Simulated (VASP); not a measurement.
Write the native input for VASP 6.6.1 that does the following.

- Task: single point
- Functional: r2SCAN
- Potentials or basis: VASP PAW PBE potentials, release 64 (Sn_d, Se)
- Cutoff: 520 eV
- k mesh: 8 × 8 × 8
- Occupations: fermi-dirac, width 0.02 eV
- Spin: no spin polarisation
- Dipole correction: no
- Further INCAR settings: ALGO = Normal; EDIFF = 1e-06; NBANDS = 17

The system is SnSe.

```
Sn Se
1.0
     0.00000    3.09218    2.98471
     3.09218    0.00000    2.98471
     3.09218    3.09218    0.00000
Sn Se
1 1
Direct
  0.00000 0.00000 0.00000
  0.50000 0.50000 0.50000
```

This cell differs from its parent crystal: epitaxial xy strain +3.0%.

One way to write it, as run:

POSCAR

```
SnSe
1.0
    0.0000000000      3.0921765484      2.9847063180
    3.0921765484      0.0000000000      2.9847063180
    3.0921765484      3.0921765484      0.0000000000
Sn Se
1 1
Direct
    0.0000000000      0.0000000000      0.0000000000
    0.5000000000      0.5000000000      0.5000000000
```

INCAR.step1

```
ALGO     = Normal         # electronic algorithm
EDIFF    = 1E-4           # SCF threshold, eV
ENCUT    = 520            # plane-wave cutoff, eV
GGA      = PE             # functional
ISMEAR   = -1             # smearing method
LASPH    = True           # aspherical terms in the spheres
LCHARG   = False          # write CHGCAR
LREAL    = False          # projectors in reciprocal space
LWAVE    = True           # write WAVECAR
NBANDS   = 17             # bands
NELM     = 100            # most SCF steps
PREC     = Accurate       # precision mode
SIGMA    = 0.02           # smearing width, eV
```

INCAR.step2

```
ALGO     = Normal         # electronic algorithm
EDIFF    = 1E-6           # SCF threshold, eV
ENCUT    = 520            # plane-wave cutoff, eV
ISIF     = 2              # what is computed and relaxed
ISMEAR   = -1             # smearing method
ISTART   = 1            
LASPH    = True           # aspherical terms in the spheres
LCHARG   = False          # write CHGCAR
LMIXTAU  = True         
LREAL    = False          # projectors in reciprocal space
LWAVE    = False          # write WAVECAR
METAGGA  = R2SCAN         # meta-GGA
NBANDS   = 17             # bands
NELM     = 100            # most SCF steps
PREC     = Accurate       # precision mode
SIGMA    = 0.02           # smearing width, eV
```

KPOINTS

```
k-points
0
Gamma
  8 8 8
```

Potentials or basis: VASP PAW PBE potentials, release 64 (Sn_d, Se).

Command:

```bash
$ cat potpaw_PBE.64/Sn_d/POTCAR potpaw_PBE.64/Se/POTCAR > POTCAR
$ cp INCAR.step1 INCAR
$ mpirun -np 1 vasp_std > vasp.out
$ cp INCAR.step2 INCAR
$ mpirun -np 1 vasp_std > vasp.out
```

Results of the run:

| Property | Result |
| --- | --- |
| Pressure | -2.2 GPa |
| Band gap on the k mesh | 0.29 eV, direct |

Caveat: the cell differs from its parent crystal (epitaxial xy strain +3.0%); the PAW data sets were made with another functional, which shifts forces and pressure a little; spin-orbit coupling is left out, which moves the levels of the heavy elements.

Wall time 110 s on 1 thread of Intel(R) Xeon(R) Platinum 8375C CPU @ 2.90GHz (Ice Lake) (shared host), peak memory 0.23 GiB.
